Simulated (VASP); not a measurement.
Here is a VASP 6.6.1 calculation.

Contents of INCAR:

```
SYSTEM = InSb
PREC     = Accurate       ! precision mode
ENCUT    = 500            ! plane-wave cutoff, eV
EDIFF    = 1E-7           ! SCF threshold, eV
ISMEAR   = 0              ! smearing method
SIGMA    = 0.1            ! smearing width, eV
LREAL    = .FALSE.        ! projectors in reciprocal space
LASPH    = .TRUE.         ! aspherical terms in the spheres
NELM     = 120            ! most SCF steps
ALGO     = Normal         ! electronic algorithm
ISIF     = 3              ! what is computed and relaxed
LWAVE    = .FALSE.        ! write WAVECAR
LCHARG   = .FALSE.        ! write CHGCAR
IBRION   = 2              ! ionic algorithm
NSW      = 100            ! ionic steps
EDIFFG   = -0.002         ! ionic threshold
GGA_COMPAT= .FALSE.      
NELMIN   = 4
```

KPOINTS

```
Automatic mesh
0
G
  12 12 12
  0 0 0
```

File POSCAR:

```
InSb
1.0
    0.0000000000      3.2249616416      3.2249616416
    3.2249616416      0.0000000000      3.2249616416
    3.2249616416      3.2249616416      0.0000000000
In Sb
1 1
Direct
    0.0000000000      0.0000000000      0.0000000000
    0.7500000000      0.7500000000      0.7500000000
```

Potentials or basis: VASP PAW LDA potentials, release 64 (In_d, Sb).

Run with:

```console
$ cat potpaw_LDA.64/In_d/POTCAR potpaw_LDA.64/Sb/POTCAR > POTCAR
$ mpirun -np 1 vasp_std > vasp.out
```

Q: What does it give for the band gap on the k mesh?

A: Zero (filled and empty bands touch).

Q: Estimate the space group after relaxing (to 0.05 Å).

A: F-43m (No. 216).

Q: Predict the relaxed cell.

A: a = 4.564 Å, b = 4.564 Å, c = 4.564 Å, α = 60.00°, β = 60.00°, γ = 60.00°.

Final structure:
```xyz
2
Lattice="0.0000 3.2271 3.2271 3.2271 0.0000 3.2271 3.2271 3.2271 0.0000" Properties=species:S:1:pos:R:3 pbc="T T T"
In    0.0000    0.0000    0.0000
Sb    4.8406    4.8406    4.8406
```

Caveat: spin-orbit coupling is left out, which moves the levels of the heavy elements.
